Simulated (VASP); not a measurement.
TlCl:

```
CELL_PARAMETERS angstrom
3.79363 0.00000 0.00000
0.00000 3.79363 0.00000
0.00000 0.00000 3.79363
ATOMIC_POSITIONS crystal
Tl 0.00000 0.00000 0.00000
Cl 0.50000 0.50000 0.50000
```

Base run:

- Program: VASP 6.6.1
- Functional: PBE0
- Potentials or basis: VASP PAW PBE potentials, release 64 (Tl_d, Cl)
- Cutoff: 400 eV
- k mesh: 4 × 4 × 4
- Occupations: gaussian, width 0.01 eV
- Spin: no spin polarisation

Its results: band gap on the k mesh 3.43 eV, direct; pressure 1.6 GPa.

The run is repeated on the same cell with these changes: functional from PBE0 to HSE06. What comes out?

Band gap on the k mesh 2.74 eV, direct; pressure 1.9 GPa.

Caveats: the PAW data sets were made with another functional, which shifts forces and pressure a little; spin-orbit coupling is left out, which moves the levels of the heavy elements.

A k mesh can miss the band edges.
